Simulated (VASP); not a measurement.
A run of VASP 6.6.1 is set up as follows.

File POSCAR:

```
MgSe
1.0
    0.0000000000      2.7362693767      2.7362693767
    2.7362693767      0.0000000000      2.7362693767
    2.7362693767      2.7362693767      0.0000000000
Mg Se
1 1
Direct
    0.0000000000      0.0000000000      0.0000000000
    0.5000000000      0.5000000000      0.5000000000
```

Contents of INCAR.step1:

```
SYSTEM = MgSe
PREC = Accurate ; ENCUT = 500
EDIFF = 1E-5 ; ISMEAR = 0
SIGMA = 0.02 ; LREAL = .False.
LASPH = .True. ; NELM = 100
ALGO = Normal ; ISIF = 2
LWAVE = .True. ; LCHARG = .False.
GGA = PE
```

Contents of INCAR.step2:

```
SYSTEM = MgSe
PREC = Accurate ; ENCUT = 500
EDIFF = 1E-8 ; ISMEAR = 0
SIGMA = 0.01 ; LREAL = .False.
LASPH = .True. ; NELM = 100
ALGO = Normal ; LWAVE = .True.
LCHARG = .False. ; GGA = PE
LHFCALC = .True. ; HFSCREEN = 0.2
PRECFOCK = Fast ; ISTART = 1
```

Contents of INCAR.step3:

```
SYSTEM = MgSe
PREC = Accurate ; ENCUT = 500
EDIFF = 1E-8 ; ISMEAR = 0
SIGMA = 0.01 ; LREAL = .False.
LASPH = .True. ; NELM = 1
ALGO = Exact ; LWAVE = .True.
LCHARG = .False. ; GGA = PE
LHFCALC = .True. ; HFSCREEN = 0.2
PRECFOCK = Fast ; ISTART = 1
NBANDS = 94 ; LOPTICS = .True.
```

INCAR.step4

```
SYSTEM = MgSe
PREC = Accurate ; ENCUT = 500
EDIFF = 1E-8 ; ISMEAR = 0
SIGMA = 0.01 ; LREAL = .False.
LASPH = .True. ; ALGO = EVGW0
LWAVE = .False. ; LCHARG = .False.
GGA = PE ; LHFCALC = .True.
HFSCREEN = 0.2 ; PRECFOCK = Fast
ISTART = 1 ; NELMGW = 1
NBANDS = 94 ; ENCUTGW = 60.0
NOMEGA = 48 ; NBANDSGW = 12
```

File KPOINTS:

```
Automatic mesh
0
Gamma
  4 4 4
  0 0 0
```

Potentials or basis: VASP PAW PBE potentials, release 64 (Mg_GW, Se_GW).

Run with:

```console
$ cat potpaw_PBE.64/Mg_GW/POTCAR potpaw_PBE.64/Se_GW/POTCAR > POTCAR
$ cp INCAR.step1 INCAR
$ mpirun -np 1 vasp_std > vasp.out
$ cp INCAR.step2 INCAR
$ mpirun -np 1 vasp_std > vasp.out
$ cp INCAR.step3 INCAR
$ mpirun -np 1 vasp_std > vasp.out
$ cp INCAR.step4 INCAR
$ mpirun -np 1 vasp_std > vasp.out
```

Task: Estimate the quasiparticle gap.

Result: 3.10 eV.

Task: What does it give for the least direct quasiparticle gap?

Result: 4.08 eV.

Task: Predict the least direct gap of the starting levels on the mesh.

Result: 3.50 eV.

Task: Estimate the band gap of the starting levels on the mesh.

Result: 2.63 eV.

Caveat: the k points lie up to 0.50 Å⁻¹ apart; bands, screening cutoff and mesh are small and nothing is extrapolated, so the quasiparticle values aren't converged.
